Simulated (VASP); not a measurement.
Here is a VASP 6.6.1 calculation.

The input POSCAR:

```
InP
1.0
    0.0000000000      2.9833255112      2.9833255112
    2.9833255112      0.0000000000      2.9833255112
    2.9833255112      2.9833255112      0.0000000000
In P
1 1
Direct
    0.0000000000      0.0000000000      0.0000000000
    0.2500000000      0.2500000000      0.2500000000
```

File INCAR.step1:

```
PREC = Accurate
ENCUT = 500
EDIFF = 1E-8
ISMEAR = 0
SIGMA = 0.01
LREAL = False
LASPH = True
NELM = 80
ALGO = Normal
LWAVE = True
LCHARG = False
GGA = PE
```

File INCAR.step2:

```
PREC = Accurate
ENCUT = 500
EDIFF = 1E-8
ISMEAR = 0
SIGMA = 0.01
LREAL = False
LASPH = True
NELM = 1
ALGO = Exact
LWAVE = True
LCHARG = False
GGA = PE
NBANDS = 230
LOPTICS = True
ISTART = 1
```

The input INCAR.step3:

```
PREC = Accurate
ENCUT = 500
EDIFF = 1E-8
ISMEAR = 0
SIGMA = 0.01
LREAL = False
LASPH = True
ALGO = EVGW0
LWAVE = False
LCHARG = False
GGA = PE
NELMGW = 1
NBANDS = 230
ENCUTGW = 150.0
NOMEGA = 96
PRECFOCK = Fast
ISTART = 1
NBANDSGW = 17
OMEGAMAX = 20
```

File KPOINTS:

```
regular mesh
0
Gamma
  4 4 4
```

Potentials or basis: VASP PAW PBE potentials, release 64 (In_d_GW, P_GW).

Run with:

```console
$ cat potpaw_PBE.64/In_d_GW/POTCAR potpaw_PBE.64/P_GW/POTCAR > POTCAR
$ cp INCAR.step1 INCAR
$ mpirun -np 1 vasp_std > vasp.out
$ cp INCAR.step2 INCAR
$ mpirun -np 1 vasp_std > vasp.out
$ cp INCAR.step3 INCAR
$ mpirun -np 1 vasp_std > vasp.out
```

(1) What does it give for the quasiparticle gap?

(2) What does it give for the least direct quasiparticle gap?

(3) What does it give for the least direct gap of the starting levels on the mesh?

(4) Predict the band gap of the starting levels on the mesh.

Results:

(1) 0.88 eV.

(2) 0.88 eV.

(3) 0.40 eV.

(4) 0.40 eV.

Caveat: the k points lie up to 0.46 Å⁻¹ apart; bands, screening cutoff and mesh are small and nothing is extrapolated, so the quasiparticle values aren't converged; spin-orbit coupling is left out, which moves the levels of the heavy elements.
